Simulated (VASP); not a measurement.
Input of a VASP 6.6.1 run:

File POSCAR:

```
TaN
1.0
    0.0000000000      2.2113230000      2.2113230000
    2.2113230000      0.0000000000      2.2113230000
    2.2113230000      2.2113230000      0.0000000000
Ta N
1 1
Direct
    0.5000000000      0.5000000000      0.5000000000
    0.0000000000      0.0000000000      0.0000000000
```

File INCAR.step1:

```
SYSTEM = TaN
PREC = Accurate
ENCUT = 520
ISMEAR = -1
SIGMA = 0.05
LREAL = .FALSE.
LASPH = .TRUE.
NELM = 60
NBANDS = 15
GGA = PE
ALGO = Normal
EDIFF = 1E-4
LWAVE = .TRUE.
LCHARG = .FALSE.
```

The input INCAR.step2:

```
SYSTEM = TaN
PREC = Accurate
ENCUT = 520
EDIFF = 1E-7
ISMEAR = -1
SIGMA = 0.05
LREAL = .FALSE.
LASPH = .TRUE.
NELM = 60
ALGO = Normal
ISIF = 2
LWAVE = .FALSE.
LCHARG = .FALSE.
METAGGA = R2SCAN
LMIXTAU = .TRUE.
NBANDS = 15
ISTART = 1
```

KPOINTS

```
Automatic mesh
0
G
  10 10 10
  0 0 0
```

Potentials or basis: VASP PAW PBE potentials, release 64 (Ta_pv, N).

Run with:

```bash
$ cat potpaw_PBE.64/Ta_pv/POTCAR potpaw_PBE.64/N/POTCAR > POTCAR
$ cp INCAR.step1 INCAR
$ mpirun -np 1 vasp_std > vasp.out
$ cp INCAR.step2 INCAR
$ mpirun -np 1 vasp_std > vasp.out
```

Task: Estimate the pressure.

Result: -4.4 GPa.

Task: What does it give for the band gap on the k mesh?

Result: Zero (band 8 reaches 11.28 eV, above the bottom of band 9 at 7.30 eV).

Caveat: the PAW data sets were made with another functional, which shifts forces and pressure a little; spin-orbit coupling is left out, which moves the levels of the heavy elements.
